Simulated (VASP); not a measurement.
# K3TaH6 (Fm-3m) in VASP: relaxation of cell and atoms with PBE

Aim: the relaxation of cell and atoms of K3TaH6 with PBE.

All numbers are computed with VASP 6.6.1; they aren't measurements. Logs are shortened: lines on timing, memory, paths and dates and some standing lists are left out, and cuts for length are marked.

### 1 The cell of the first run

Symmetry: Fm-3m, No. 225, cubic system. Conventional cell: a = 8.833 Å, b = 8.833 Å, c = 8.833 Å, α = 90.00°, β = 90.00°, γ = 90.00°. K (site symmetry -43m) has 12 H at 3.13 Å and 4 K at 3.82 Å and 4 Ta at 3.82 Å within 4.1 Å. Within 3.1 Å of K (site symmetry m-3m) lie 6 H at 2.38 Å. Ta (site symmetry m-3m) has 6 H at 2.04 Å within 2.7 Å. H (site symmetry 4mm) has 1 Ta at 2.04 Å and 1 K at 2.38 Å within 2.7 Å.

The cell was built from a structure type or drawn by symmetry, and may not be a known phase.

### 2 Relaxation of cell and atoms, PBE

INCAR reads:

```
PREC = Accurate
ENCUT = 600
EDIFF = 1E-6
ISMEAR = 0
SIGMA = 0.1
LREAL = False
LASPH = True
NELM = 100
ALGO = Normal
ISIF = 3
LWAVE = False
LCHARG = False
GGA = PE
IBRION = 2
NSW = 90
EDIFFG = -0.04
```

KPOINTS reads:

```
Automatic mesh
0
Gamma
  4 4 4
```

POSCAR reads:

```
K3TaH6
1.0
    0.0000000000      4.4165864900      4.4165864900
    4.4165864900      0.0000000000      4.4165864900
    4.4165864900      4.4165864900      0.0000000000
K Ta H
3 1 6
Direct
    0.7500000000      0.7500000000      0.7500000000
    0.2500000000      0.2500000000      0.2500000000
    0.5000000000      0.5000000000      0.5000000000
    0.0000000000      0.0000000000      0.0000000000
    0.7689228400      0.2310771600      0.2310771600
    0.2310771600      0.2310771600      0.7689228400
    0.2310771600      0.7689228400      0.7689228400
    0.2310771600      0.7689228400      0.2310771600
    0.7689228400      0.2310771600      0.7689228400
    0.7689228400      0.7689228400      0.2310771600
```

Potentials or basis: VASP PAW PBE potentials, release 64 (K_sv, Ta_pv, H).

Started as:

```
> cat potpaw_PBE.64/K_sv/POTCAR potpaw_PBE.64/Ta_pv/POTCAR potpaw_PBE.64/H/POTCAR > POTCAR
> mpirun -np 1 vasp_std > vasp.out
```

OUTCAR:

```text
PREC = Accurate
   ENCUT = 600
   EDIFF = 1E-6
   ISMEAR = 0
   LREAL = False
   LASPH = True
   NELM = 100
   ISIF = 3
   GGA = PE
   IBRION = 2
   NSW = 90
   EDIFFG = -0.04

 ion  position               nearest neighbor table
   1  0.750  0.750  0.750-
   2  0.250  0.250  0.250-
   3  0.500  0.500  0.500-
   4  0.000  0.000  0.000-   5 2.04   6 2.04   7 2.04   8 2.04   9 2.04  10 2.04
   5  0.769  0.231  0.231-   4 2.04
   6  0.231  0.231  0.769-   4 2.04
   7  0.231  0.769  0.769-   4 2.04
   8  0.231  0.769  0.231-   4 2.04
   9  0.769  0.231  0.769-   4 2.04
  10  0.769  0.769  0.231-   4 2.04

  LATTYP: Found a face centered cubic cell.
 ALAT       =     8.8331729800

  Lattice vectors:

 A1 = (   0.0000000000,   4.4165864900,   4.4165864900)
 A2 = (   4.4165864900,   0.0000000000,   4.4165864900)
 A3 = (   4.4165864900,   4.4165864900,   0.0000000000)

Analysis of symmetry for initial positions (statically):
=====================================================================
 Subroutine PRICEL returns:
 Original cell was already a primitive cell.

 Routine SETGRP: Setting up the symmetry group for a
 face centered cubic supercell.

 Subroutine GETGRP returns: Found 48 space group operations
 (whereof 48 operations were pure point group operations)
 out of a pool of 48 trial point group operations.

The static configuration has the point symmetry O_h .

Analysis of symmetry for dynamics (positions and initial velocities):
=====================================================================
 Subroutine PRICEL returns:
 Original cell was already a primitive cell.

 Routine SETGRP: Setting up the symmetry group for a
 face centered cubic supercell.

 Subroutine GETGRP returns: Found 48 space group operations
 (whereof 48 operations were pure point group operations)
 out of a pool of 48 trial point group operations.

The dynamic configuration has the point symmetry O_h .

 Subroutine INISYM returns: Found 48 space group operations
 (whereof 48 operations are pure point group operations),
 and found     1 'primitive' translations

----------------------------------------------------------------------------------------

[... 75 lines left out ...]
   total plane-waves  NPLWV = 125000
   dimension x,y,z NGX =    50 NGY =   50 NGZ =   50
   dimension x,y,z NGXF=   100 NGYF=  100 NGZF=  100
   ions per type =               3   1   6
   NGX,Y,Z   is equivalent  to a cutoff of  13.31, 13.31, 13.31 a.u.
   NGXF,Y,Z  is equivalent  to a cutoff of  26.62, 26.62, 26.62 a.u.
 SYSTEM =  unknown system
   PREC   = accura    normal or accurate (medium, high low for compatibility)
   ISTART =      0    job   : 0-new  1-cont  2-samecut
   ICHARG =      2    charge: 1-file 2-atom 10-const
   ISPIN  =      1    spin polarized calculation?
   LNONCOLLINEAR =      F non collinear calculations
   LSORBIT =      F    spin-orbit coupling
   LASPH  =      T    aspherical Exc in radial PAW
   ENCUT  =  600.0 eV  44.10 Ry    6.64 a.u.  12.47 12.47 12.47*2*pi/ulx,y,z
   NELM   =    100;   NELMIN=  2; NELMDL= -5     # of ELM steps
   EDIFF  = 0.1E-05   stopping-criterion for ELM
   LREAL  =      F    real-space projection
   EDIFFG = -.4E-01   stopping-criterion for IOM
   NSW    =     90    number of steps for IOM
   IBRION =      2    ionic relax: 0-MD 1-quasi-New 2-CG
   NFREE  =      1    steps in history (QN), initial steepest desc. (CG)
   ISIF   =      3    stress and relaxation
   ISYM   =      2    0-nonsym 1-usesym 2-fastsym
   POTIM  = 0.5000    time-step for ionic-motion
   TEBEG  =    0.0;   TEEND  =   0.0 temperature during run
   PSTRESS=    0.0 pullay stress
   NELECT =      44.0000    total number of electrons
   NUPDOWN=      -1.0000    fix difference up-down
   EMIN   =  10.00;   EMAX   =-10.00  energy-range for DOS
   EFERMI =   0.00;   METHOD = LEGACY
   ISMEAR =     0;   SIGMA  =   0.10  broadening in eV -4-tet -1-fermi 0-gaus
   EFERMI_NEDOS =   21; number of points for ismear=-14 and -15
   IALGO  =     38    algorithm
   IMIX   =      4    mixing-type and parameters
     AMIX     =   0.40;   BMIX     =  1.00
     AMIX_MAG =   1.60;   BMIX_MAG =  1.00
  volume/ion in A,a.u.               =      17.23       116.28
  Fermi-wavevector in a.u.,A,eV,Ry     =   1.038633  1.962733 14.677414  1.078760
  Thomas-Fermi vector in A             =   2.173127
   LORBIT       =      0    0 simple, 1 ext, 2 COOP (PROOUT), +10 PAW based schemes
   GGA     = PE    functional components
   LHFCALC =     F    Hartree Fock is set to
   AEXX    =    0.0000 exact exchange contribution
   IVDW    =     0    specifies the selected vdW correction
   LEPSILON=     F    determine dielectric tensor
   LRPA    =     F    only Hartree local field effects (RPA)
 conjugate gradient relaxation of ions
 non-spin polarized calculation
 Gauss-broadening in eV      SIGMA  =   0.10
  energy-cutoff  :      600.00
  volume of cell :      172.30
 maximum number of plane-waves:      5780
 NGX is ok and might be reduce to    50
   NGX = 25   NGY = 25   NGZ = 25

--------------------------------------- Ionic step        1  -------------------------------------------

 number of electron      44.0000000 magnetization

 Free energy of the ion-electron system (eV)
  ---------------------------------------------------
  ext. energy  EPLUGINS =         0.00000000
  ---------------------------------------------------
  free energy    TOTEN  =       -34.59155006 eV

  energy without entropy =      -34.53166672  energy(sigma->0) =      -34.56160839

------------------------ aborting loop because EDIFF is reached ----------------------------------------

  FORCE on cell =-STRESS in cart. coord.  units (eV):
  Direction    XX          YY          ZZ          XY          YZ          ZX
  --------------------------------------------------------------------------------------
  -------------------------------------------------------------------------------------
  Total       -2.6270318     -2.6270318     -2.6270318     -0.0000000      0.0000000     -0.0000000
  in kB      -24.4278756    -24.4278756    -24.4278756     -0.0000000      0.0000000     -0.0000000
  external PRESSURE =     -24.4278756 kB  Pullay stress =       0.0000000 kB
[... 251 lines left out ...]
--------------------------------------- Ionic step        7  -------------------------------------------

 number of electron      43.9999995 magnetization

 Free energy of the ion-electron system (eV)
  ---------------------------------------------------
  ext. energy  EPLUGINS =         0.00000000
  ---------------------------------------------------
  free energy    TOTEN  =       -35.17713377 eV

  energy without entropy =      -35.12339108  energy(sigma->0) =      -35.15026243

 E-fermi :   0.8481     XC(G=0):  -7.8541

 val. band max:        0.8387292858   @ k =  -0.2500   0.2500   0.0000
 cond. band min:       0.8536868050   @ k =   0.0000   0.0000   0.0000
 fundamental gap:      0.0149575191
 Fermi energy:         0.8480504152

 k-point     1 :       0.0000    0.0000    0.0000
  band No.  band energies     occupation
      1     -34.1682      2.00000
      2     -34.1682      2.00000
      3     -34.1682      2.00000
      4     -30.2604      2.00000
      5     -30.2479      2.00000
      6     -30.0832      2.00000
[... 274 lines left out ...]
  FREE ENERGIE OF THE ION-ELECTRON SYSTEM (eV)
  ---------------------------------------------------
  free  energy   TOTEN  =       -35.1771337678 eV

  energy  without entropy=      -35.1233910828  energy(sigma->0) =      -35.15026243

 reached required accuracy - stopping structural energy minimisation
```

OSZICAR:

```text
N       E                     dE             d eps       ncg     rms          rms(c)
DAV:   1     0.341381958183E+03    0.34138E+03   -0.22373E+04   448   0.155E+03
DAV:   2    -0.151692958083E+02   -0.35655E+03   -0.35087E+03   528   0.414E+02
DAV:   3    -0.375864052137E+02   -0.22417E+02   -0.22256E+02   704   0.873E+01
[... 71 lines left out ...]
DAV:   5    -0.351771819283E+02   -0.32974E-03   -0.16596E-03   624   0.172E-01    0.790E-02
DAV:   6    -0.351771066307E+02    0.75298E-04   -0.40586E-04   576   0.846E-02    0.210E-02
DAV:   7    -0.351771295945E+02   -0.22964E-04   -0.13227E-04   784   0.471E-02    0.126E-02
DAV:   8    -0.351771332155E+02   -0.36210E-05   -0.50127E-06   488   0.782E-03    0.659E-03
DAV:   9    -0.351771337678E+02   -0.55226E-06   -0.22251E-06   388   0.780E-03
   7 F= -.35177134E+02 E0= -.35150262E+02  d E =-.817008E-01
```

CONTCAR:

```text
K3TaH6
   1.00000000000000
    -0.0000000000000000    4.4367657105963065    4.4367657105963065
     4.4367657105963065    0.0000000000000000    4.4367657105963065
     4.4367657105963065    4.4367657105963065    0.0000000000000000
  K               Ta              H
     3     1     6
Direct
     0.7500000000000000    0.7500000000000000    0.7500000000000000
     0.2500000000000000    0.2500000000000000    0.2500000000000000
     0.5000000000000000    0.5000000000000000    0.5000000000000000
     0.0000000000000000    0.0000000000000000    0.0000000000000000
     0.7860967682618785    0.2139032317381217    0.2139032317381217
     0.2139032317381217    0.2139032317381217    0.7860967682618785
     0.2139032317381217    0.7860967682618785    0.7860967682618785
     0.2139032317381217    0.7860967682618785    0.2139032317381217
     0.7860967682618785    0.2139032317381217    0.7860967682618785
     0.7860967682618785    0.7860967682618785    0.2139032317381217

  0.00000000E+00  0.00000000E+00  0.00000000E+00
  0.00000000E+00  0.00000000E+00  0.00000000E+00
  0.00000000E+00  0.00000000E+00  0.00000000E+00
  0.00000000E+00  0.00000000E+00  0.00000000E+00
  0.00000000E+00  0.00000000E+00  0.00000000E+00
  0.00000000E+00  0.00000000E+00  0.00000000E+00
  0.00000000E+00  0.00000000E+00  0.00000000E+00
  0.00000000E+00  0.00000000E+00  0.00000000E+00
  0.00000000E+00  0.00000000E+00  0.00000000E+00
  0.00000000E+00  0.00000000E+00  0.00000000E+00
```

Run time: 4.3 min. Hardware: 1 thread of AMD EPYC 7R13 (Zen 3), shared host; peak memory 0.36 GiB.

What came out:

* Free energy: -35.1771 eV
* Relaxed volume: 17.47 Å³/atom
* Relaxed cell: a = 6.275 Å, b = 6.275 Å, c = 6.275 Å, α = 60.00°, β = 60.00°, γ = 60.00°
* Space group after relaxing (to 0.1 Å): Fm-3m (No. 225)
* Energy gained by relaxing: 58.6 meV/atom
* Ionic steps: 7
* Pressure after relaxing: 0.1 GPa
* Largest force after relaxing: 0.025 eV/Å
* Band gap on the k mesh: zero (bands 22 and 23 overlap by 0.03 eV)

Forces on the atoms (eV/Å):
```
K    0.000  0.000  0.000
K    0.000  0.000  0.000
K    0.000  0.000  0.000
Ta   0.000  0.000  0.000
H    0.025  0.000  0.000
H    0.000  0.000  0.025
H   -0.025  0.000  0.000
H    0.000  0.025  0.000
H    0.000 -0.025  0.000
H    0.000  0.000 -0.025
```

The path:
```
step  energy change (eV)  largest force (eV/Å)  pressure (GPa)  volume (Å³)
   1              0.0000                1.2752           -2.44       172.30
   2             -0.4193                0.6669           -0.27       165.83
   3             -0.5034                0.1263            1.74       161.46
   4             -0.5039                0.1691            1.58       161.78
   5             -0.5464                0.1091            1.07       165.49
   6             -0.5830                0.0526           -0.15       176.91
   7             -0.5856                0.0249            0.06       174.67
```

Final structure:
```
CELL_PARAMETERS angstrom
0.00000 4.43677 4.43677
4.43677 0.00000 4.43677
4.43677 4.43677 0.00000
ATOMIC_POSITIONS crystal
K 0.75000 0.75000 0.75000
K 0.25000 0.25000 0.25000
K 0.50000 0.50000 0.50000
Ta 0.00000 0.00000 0.00000
H 0.78610 0.21390 0.21390
H 0.21390 0.21390 0.78610
H 0.21390 0.78610 0.78610
H 0.21390 0.78610 0.21390
H 0.78610 0.21390 0.78610
H 0.78610 0.78610 0.21390
```

Levels at points of the mesh, in eV from the Fermi level:
```csv
k point,band 18,band 19,band 20,band 21,band 22,band 23,band 24,band 25,band 26,band 27
"(0.00, 0.00, 0.00)",-4.20,-2.81,-2.81,-2.81,0.01,0.01,0.01,2.54,3.64,3.64
"(0.50, 0.00, 0.00)",-4.10,-3.74,-2.90,-2.90,-0.09,0.14,0.14,2.87,3.68,3.68
"(0.50, 0.50, 0.00)",-4.08,-3.33,-2.83,-2.83,-0.41,0.26,0.26,2.33,3.40,3.93
```

Caveat: spin-orbit coupling is left out, which moves the levels of the heavy elements.
